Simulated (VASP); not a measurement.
# Sr (I4/mmm) in VASP: a series of runs, part 2 of 2

VASP 6.6.1.

**4. Single point, LDA (strain +0.000 along x and y, -0.015 along z)**

Contents of INCAR:

```
PREC = Accurate ; ENCUT = 520
EDIFF = 1E-6 ; ISMEAR = 0
SIGMA = 0.15 ; LREAL = F
LASPH = T ; NELM = 60
ALGO = Fast ; ISIF = 2
LWAVE = F ; LCHARG = F
GGA = CA ; NBANDS = 11
```

Contents of KPOINTS:

```
regular mesh
0
Gamma
  14 14 14
```

Contents of POSCAR:

```
Sr
1.0
   -2.4250000000      2.4250000000      2.3886250000
    2.4250000000     -2.4250000000      2.3886250000
    2.4250000000      2.4250000000     -2.3886250000
Sr
1
Direct
    0.0000000000      0.0000000000      0.0000000000
```

Potentials or basis: VASP PAW LDA potentials, release 64 (Sr_sv).

On the command line:

```sh
> cat potpaw_LDA.64/Sr_sv/POTCAR > POTCAR
> mpirun -np 1 vasp_std > vasp.out
```

OUTCAR:

```text
PREC = Accurate
   ENCUT = 520
   EDIFF = 1E-6
   ISMEAR = 0
   LREAL = F
   LASPH = T
   NELM = 60
   ISIF = 2
   GGA = CA

 ion  position               nearest neighbor table
   1  0.000  0.000  0.000-

  LATTYP: Found a body centered tetragonal cell.
 ALAT       =     4.8500000000
 C/A-ratio  =     0.9850000000

  Lattice vectors:

 A1 = (  -2.4250000000,   2.4250000000,   2.3886250000)
 A2 = (   2.4250000000,  -2.4250000000,   2.3886250000)
 A3 = (   2.4250000000,   2.4250000000,  -2.3886250000)

Analysis of symmetry for initial positions (statically):
=====================================================================
 Subroutine PRICEL returns:
 Original cell was already a primitive cell.

 Routine SETGRP: Setting up the symmetry group for a
 body centered tetragonal supercell.

 Subroutine GETGRP returns: Found 16 space group operations
 (whereof 16 operations were pure point group operations)
 out of a pool of 16 trial point group operations.

The static configuration has the point symmetry D_4h.

Analysis of symmetry for dynamics (positions and initial velocities):
[... 165 lines left out ...]
 k-point     1 :       0.0000    0.0000    0.0000
  band No.  band energies     occupation
      1     -35.1519      2.00000
      2     -17.1369      2.00000
      3     -17.1361      2.00000
      4     -17.1361      2.00000
      5      -2.2740      2.00000
      6       3.5234      0.00000
      7       3.6087      0.00000
      8       3.6087      0.00000
      9       4.8406      0.00000
     10       4.9605      0.00000
     11       9.3696      0.00000
[... 309 lines left out ...]
 k-point    24 :       0.2857    0.1429    0.0000
  band No.  band energies     occupation
      1     -35.1393      2.00000
      2     -17.2884      2.00000
      3     -17.1948      2.00000
      4     -17.1492      2.00000
      5      -0.2128      2.00000
      6       2.0676      0.00000
      7       2.5090      0.00000
      8       4.6110      0.00000
      9       5.2890      0.00000
     10       5.6067      0.00000
     11       7.2903      0.00000

 [... further k-points ...]

------------------------ aborting loop because EDIFF is reached ----------------------------------------

  FORCE on cell =-STRESS in cart. coord.  units (eV):
  Direction    XX          YY          ZZ          XY          YZ          ZX
  --------------------------------------------------------------------------------------
  -------------------------------------------------------------------------------------
  Total       -0.6053244     -0.6053244     -0.5948091      0.0000000      0.0000000      0.0000000
  in kB      -17.2610539    -17.2610539    -16.9612053      0.0000000      0.0000000      0.0000000
  external PRESSURE =     -17.1611044 kB  Pullay stress =       0.0000000 kB

 VOLUME and BASIS-vectors are now :
 -----------------------------------------------------------------------------
  energy-cutoff  :      520.00
  volume of cell :       56.19
      direct lattice vectors                 reciprocal lattice vectors
    -2.425000000  2.425000000  2.388625000     0.000000000  0.206185567  0.209325449
     2.425000000 -2.425000000  2.388625000     0.206185567  0.000000000  0.209325449
     2.425000000  2.425000000 -2.388625000     0.206185567  0.206185567  0.000000000

 POSITION                                       TOTAL-FORCE (eV/Angst)
 -----------------------------------------------------------------------------------
      0.00000      0.00000      0.00000        -0.000000      0.000000      0.000000
 -----------------------------------------------------------------------------------
    total drift:                                0.000000      0.000000     -0.000000

  FREE ENERGIE OF THE ION-ELECTRON SYSTEM (eV)
  ---------------------------------------------------
  free  energy   TOTEN  =        -1.8539623682 eV

  energy  without entropy=       -1.8411344058  energy(sigma->0) =       -1.84754839
```

OSZICAR:

```text
N       E                     dE             d eps       ncg     rms          rms(c)
DAV:   1     0.369372499519E+02    0.36937E+02   -0.47671E+03  5368   0.783E+02
DAV:   2    -0.988210366955E-01   -0.37036E+02   -0.36421E+02  6292   0.156E+02
DAV:   3    -0.178258381365E+01   -0.16838E+01   -0.16602E+01  8011   0.244E+01
DAV:   4    -0.185380191874E+01   -0.71218E-01   -0.71063E-01  7210   0.455E+00
DAV:   5    -0.185484360093E+01   -0.10417E-02   -0.10416E-02  7669   0.470E-01    0.106E+01
RMM:   6    -0.185422358767E+01    0.62001E-03   -0.59106E-03  5663   0.954E-01    0.591E+00
RMM:   7    -0.185370785164E+01    0.51574E-03   -0.11078E-02  6086   0.134E+00    0.294E-01
RMM:   8    -0.185383948268E+01   -0.13163E-03   -0.33806E-03  7310   0.409E-01    0.628E-02
RMM:   9    -0.185393747786E+01   -0.97995E-04   -0.75070E-04  8478   0.124E-01    0.612E-02
RMM:  10    -0.185395600982E+01   -0.18532E-04   -0.10556E-04  8142   0.577E-02    0.786E-02
RMM:  11    -0.185396151037E+01   -0.55006E-05   -0.30588E-05  8499   0.246E-02    0.103E-02
RMM:  12    -0.185396236820E+01   -0.85782E-06   -0.58891E-06  6737   0.102E-02
   1 F= -.18539624E+01 E0= -.18475484E+01  d E =-.128280E-01
```

stdout:

```text
POSCAR found type information on POSCAR Sr
 POSCAR found :  1 types and       1 ions
 scaLAPACK will be used
 LDA part: xc-table for (Slater(with rela. corr.)+CA(PZ))
 , standard interpolation
 POSCAR, INCAR and KPOINTS ok, starting setup
 FFT: planning ... GRIDC
 FFT: planning ... GRID_SOFT
 FFT: planning ... GRID
 WAVECAR not read
 entering main loop
```

It took 1.9 min on 1 thread of AMD EPYC 7R13 (Zen 3), shared host; peak memory 0.24 GiB.

Results:

| Property | Result |
| --- | --- |
| Free energy | -1.8540 eV |
| Pressure | -1.7 GPa |
| Band gap on the k mesh | zero (bands 5 and 6 overlap by 0.37 eV) |

Caveat: the cell differs from its parent crystal (strain +0.000 along x and y, -0.015 along z).

**5. Overview**

```csv
cell,gap on the mesh (eV),pressure (GPa)
"a = 4.159 Å, angles 108.7, 108.7, 111.1°, 1 atom",none,-1.6
"a = 4.158 Å, angles 109.9, 109.9, 108.7°, 1 atom",none,-1.6
"a = 4.179 Å, angles 109.1, 109.1, 110.3°, 1 atom",none,-1.7
```

Alike in all rows: task single point; level LDA; potentials or basis VASP PAW LDA potentials, release 64 (Sr_sv); no spin polarisation; k mesh 14 × 14 × 14; cutoff (eV) 520; smearing gaussian 0.15 eV.

Total energies depend on the potentials used, so only differences within one code and one set of settings carry meaning.
